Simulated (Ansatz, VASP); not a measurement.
# TiO2: VASP beside Ansatz

```
O Ti
1.0
     2.93899    0.00000    0.00000
     0.00000    4.59125    0.00000
     0.00000    0.00000   28.27386
O Ti
12 6
Direct
  0.50000 0.19556 0.26526
  0.50000 0.80444 0.32878
  0.00000 0.30444 0.34646
  0.00000 0.69556 0.40997
  0.50000 0.19556 0.42765
  0.50000 0.80444 0.49116
  0.00000 0.30444 0.50884
  0.00000 0.69556 0.57235
  0.50000 0.19556 0.59003
  0.50000 0.80444 0.65354
  0.00000 0.30444 0.67122
  0.00000 0.69556 0.73474
  0.00000 0.00000 0.29702
  0.50000 0.50000 0.37821
  0.00000 0.00000 0.45940
  0.50000 0.50000 0.54060
  0.00000 0.00000 0.62179
  0.50000 0.50000 0.70298
```

Alike in both runs: task single point; functional PBEsol; k mesh 9 × 6 × 1; occupations gaussian, width 1.5 eV; no spin polarisation.

|  | VASP | Ansatz |
| --- | --- | --- |
| version | VASP 6.6.1 | Ansatz 0.2.0 |
| potentials or method | VASP PAW PBE potentials, release 64 (O, Ti_sv), cutoff 520 eV | scalar-relativistic, plane waves, PAW |
| valence electrons in the cell | 144 | 144 |

|  | VASP | Ansatz | Ansatz less VASP |
| --- | --- | --- | --- |
| gap on the k mesh at the Fermi level (eV) | 2.26 | 2.29 | +0.024 |
| least direct gap on the mesh (eV) | 2.27 | 2.30 | +0.024 |
| rms of the force components (eV/Å) | 0.779 | 0.787 | +0.0078 |

VASP's potentials were made for PBE, not for PBEsol.
